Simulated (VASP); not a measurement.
Cu: single point with LDA

The system is Cu.

```xyz
4
Lattice="2.5308 0.0000 0.0000 -1.2654 2.1917 0.0000 0.0000 0.0000 8.2618" Properties=species:S:1:pos:R:3 pbc="T T T"
Cu    0.0344    0.0091    8.2047
Cu   -0.0236    1.5343    2.0139
Cu    0.0302    0.0249    4.0067
Cu    1.2507    0.7551    6.1531
```

```json
{"Program": "VASP 6.6.1", "Task": "single point", "Functional": "LDA", "Potentials or basis": "VASP PAW LDA potentials, release 64 (Cu)", "Cutoff": "600 eV", "k mesh": "7 × 7 × 2", "Occupations": "methfessel-paxton, width 0.15 eV", "Spin": "no spin polarisation"}
```

* Pressure: -7.4 GPa
* Largest force: 0.567 eV/Å
* Band gap on the k mesh: zero (bands 22 and 23 overlap by 4.26 eV)

Forces on the atoms (eV/Å):
```
Cu  -0.092  0.060  0.004
Cu   0.114 -0.093 -0.292
Cu  -0.089  0.048  0.558
Cu   0.066 -0.015 -0.270
```

Stress tensor (GPa, compression positive):
```
-6.94 -0.15 -0.12
-0.15 -7.86  0.07
-0.12  0.07 -7.29
```

Levels at points of the mesh, in eV from the Fermi level:
```csv
k point,band 18,band 19,band 20,band 21,band 22,band 23,band 24,band 25,band 26,band 27
"(0.00, 0.00, 0.00)",-2.16,-2.13,-1.97,-1.95,-1.70,-1.66,-0.99,3.93,12.49,13.04
"(0.00, 0.00, 0.50)",-2.27,-2.25,-2.21,-1.86,-1.83,-1.76,-1.75,6.95,7.28,19.05
```

Run time: 67 s on 1 thread of Intel(R) Xeon(R) Platinum 8259CL CPU @ 2.50GHz (Skylake/Cascade Lake), on a shared host, peak memory 0.18 GiB.

Caveat: the k points lie up to 0.41 Å⁻¹ apart, too coarse for converged energies and pressures of a metal.
